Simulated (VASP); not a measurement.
Set up this calculation in VASP 6.6.1, as the native input.

```
Task                   : single point
Functional             : PBE
Potentials or basis    : VASP PAW PBE potentials, release 64 (Mg)
Cutoff                 : 520 eV
k mesh                 : 15 × 15 × 8
Occupations            : fermi-dirac, width 0.1 eV
Spin                   : no spin polarisation
Dipole correction      : no
Further INCAR settings : ALGO = Normal; EDIFF = 1e-06; NBANDS = 9
```

The structure of Mg lies in POSCAR:

```
Mg
1.0
    3.1205049492      0.0000000000      0.0000000000
   -1.5602524746      2.7024365586      0.0000000000
    0.0000000000      0.0000000000      5.0072976900
Mg
2
Direct
    0.3333333333      0.6666666667      0.2500000000
    0.6666666667      0.3333333333      0.7500000000
```

This cell differs from its parent crystal: volume scaled by 0.92.

One way to write it, as run:

INCAR

```
SYSTEM = Mg
PREC = Accurate ; ENCUT = 520
EDIFF = 1E-6 ; ISMEAR = -1
SIGMA = 0.1 ; LREAL = .False.
LASPH = .True. ; NELM = 100
ALGO = Normal ; ISIF = 2
LWAVE = .False. ; LCHARG = .False.
GGA = PE ; NBANDS = 9
```

KPOINTS

```
regular mesh
0
Gamma
  15 15 8
  0 0 0
```

Potentials or basis: VASP PAW PBE potentials, release 64 (Mg).

Run with:

```console
$ cat potpaw_PBE.64/Mg/POTCAR > POTCAR
$ mpirun -np 1 vasp_std > vasp.out
```

Results of the run:

```
Pressure               : 3.4 GPa
Band gap on the k mesh : zero (band 2 reaches 3.99 eV, above the bottom of band 3 at 1.96 eV)
```

Run time: 13 s on 1 thread of Intel(R) Xeon(R) Platinum 8559C (Emerald Rapids) (shared host), peak memory 0.19 GiB.
